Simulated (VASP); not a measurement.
Wanted: the native input for a VASP 6.6.1 run.

| Property | Result |
| --- | --- |
| Task | single point |
| Functional | PBE |
| Potentials or basis | VASP PAW PBE potentials, release 64 (Si, As) |
| Cutoff | 520 eV |
| k mesh | 2 × 2 × 2 |
| Occupations | gaussian, width 0.02 eV |
| Spin | collinear spin, zero start |
| Starting moments | [0.0, 0.0, 0.0, 0.0, 0.0, 0.0, 0.0, 0.0, 0.0, 0.0, 0.0, 0.0, 0.0, 0.0, 0.0, 0.0, 0.0] μB |
| Dipole correction | no |
| Further INCAR settings | LREAL = Auto; ALGO = Normal; EDIFF = 1e-06; NBANDS = 52 |

The structure of Si16As (a cell with a defect) lies in POSCAR:

```
Si16As
1.0
    0.0000000000      5.4300000000      5.4300000000
    5.4300000000      0.0000000000      5.4300000000
    5.4300000000      5.4300000000      0.0000000000
Si As
16 1
Direct
    0.0131416206      0.0130631676     -0.0370823204
    0.1270369245      0.1275310313      0.1075039595
   -0.0240783610     -0.0235063536      0.4765897790
    0.1014115101      0.1017162983      0.6018308471
    0.0172330571      0.4978566298     -0.0020673112
    0.1617167587      0.6120688766      0.1120917127
    0.0132977901      0.4628038674      0.5130598527
    0.1270350829      0.6074043278      0.6276354512
    0.4973886740      0.0180779926     -0.0020941989
    0.6117669429      0.1629562615      0.1115085635
    0.4624549724      0.0136153775      0.5133558932
    0.6068301105      0.1276216390      0.6277253223
    0.5227843462      0.5239134438      0.0240607735
    0.6482521179      0.6490543278      0.1492232044
    0.4973661142      0.4978011050      0.5182506446
    0.6117522099      0.6113908840      0.6631380295
    0.8115948435      0.8130042357      0.3132885820
```

These files were run (other wordings do the same):

INCAR

```
  PREC = Accurate
  ENCUT = 520
  EDIFF = 1E-6
  ISMEAR = 0
  SIGMA = 0.02
  LREAL = Auto
  LASPH = True
  NELM = 150
  ALGO = Normal
  ISIF = 2
  LWAVE = False
  LCHARG = False
  ISPIN = 2
  MAGMOM = 0 0 0 0 0 0 0 0 0 0 0 0 0 0 0 0 0
  LORBIT = 11
  GGA = PE
  NBANDS = 52
```

KPOINTS

```
regular mesh
0
Gamma
  2 2 2
```

Potentials or basis: VASP PAW PBE potentials, release 64 (Si, As).

Command:

```bash
$ cat potpaw_PBE.64/Si/POTCAR potpaw_PBE.64/As/POTCAR > POTCAR
$ mpirun -np 1 vasp_std > vasp.out
```

Results of the run:

| Quantity | Value |
| --- | --- |
| Pressure | 5.4 GPa |
| Largest force | 0.058 eV/Å |
| Net moment | 0.00 μB per cell |
| Valence electrons inside the program's atomic spheres | Si 1.66, 1.70, 1.68, 1.71 (each value once); As 2.88 |

Caveat: the k points lie up to 0.50 Å⁻¹ apart; no moment was typed at the start, so none could form.

Wall time 11 min on 1 thread of Intel Xeon 8259CL, on a shared host, peak memory 0.71 GiB.
